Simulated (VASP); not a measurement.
Wanted: the native input for a VASP 6.6.1 run.

```yaml
Task: single point
Functional: LDA
Potentials_or_basis: VASP PAW LDA potentials, release 64 (Mg)
Cutoff: 520 eV
k_mesh: 12 × 12 × 6
Occupations: gaussian, width 0.03 eV
Spin: no spin polarisation
Dipole_correction: no
Further_INCAR_settings: ALGO = Normal; EDIFF = 1e-06; NBANDS = 9
```

The structure of Mg lies in POSCAR:

```
Mg
1.0
    3.1325008903      0.0000000000      0.0000000000
   -1.5662504451      2.7128253484      0.0000000000
    0.0000000000      0.0000000000      5.0848940941
Mg
2
Direct
    0.3333333333      0.6666666667      0.2500000000
    0.6666666667      0.3333333333      0.7500000000
```

The input as run:

INCAR

```
PREC = Accurate
ENCUT = 520
EDIFF = 1E-6
ISMEAR = 0
SIGMA = 0.03
LREAL = F
LASPH = T
NELM = 80
ALGO = Normal
ISIF = 2
LWAVE = F
LCHARG = T
GGA = CA
LELF = T
LVHAR = T
NBANDS = 9
```

KPOINTS

```
Automatic mesh
0
Gamma
  12 12 6
```

Potentials or basis: VASP PAW LDA potentials, release 64 (Mg).

Command:

```bash
$ cat potpaw_LDA.64/Mg/POTCAR > POTCAR
$ mpirun -np 1 vasp_std > vasp.out
```

Results of the run:

| Item | Value |
| --- | --- |
| Pressure | -0.3 GPa |
| Band gap on the k mesh | zero (band 2 reaches 3.81 eV, above the bottom of band 3 at 1.52 eV) |

It took 23 s on 1 thread of Intel Xeon 8259CL, with other jobs on the host, peak memory 0.15 GiB.
